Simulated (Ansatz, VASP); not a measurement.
CuSn2 in VASP and in Ansatz

```
CELL_PARAMETERS angstrom
-1.60657 1.60657 6.44717
1.60657 -1.60657 6.44717
1.60657 1.60657 -6.44717
ATOMIC_POSITIONS crystal
Cu 0.00000 0.00000 0.00000
Sn 0.36211 0.36211 0.00000
Sn 0.63789 0.63789 0.00000
```

Alike in both runs: functional PBE; k mesh 18 × 18 × 18; occupations gaussian, width 0.1 eV; no spin polarisation.

Ansatz relaxed the structure, and its values are those at the end. VASP's run is a single point on that final structure, the one shown.

```csv
,VASP,Ansatz
version,VASP 6.6.1,Ansatz 0.2.0
potentials or method,"VASP PAW PBE potentials, release 64 (Cu, Sn_d), cutoff 520 eV","scalar-relativistic, plane waves, PAW"
valence electrons in the cell,39,47
```

|  | VASP | Ansatz | Ansatz less VASP |
| --- | --- | --- | --- |
| gap on the k mesh at the Fermi level (eV) | none | none | - |
| pressure (GPa) | 0.1 | 0.0 | -0.07 |
| rms of the force components (eV/Å) | 0.007 | 0.000 | -0.0072 |

A gap of «none» marks a metal or a gap that the smearing closes. VASP's potentials hold 39 valence electrons a cell and Ansatz's 47, so a difference there can come from the potentials and not from the codes.
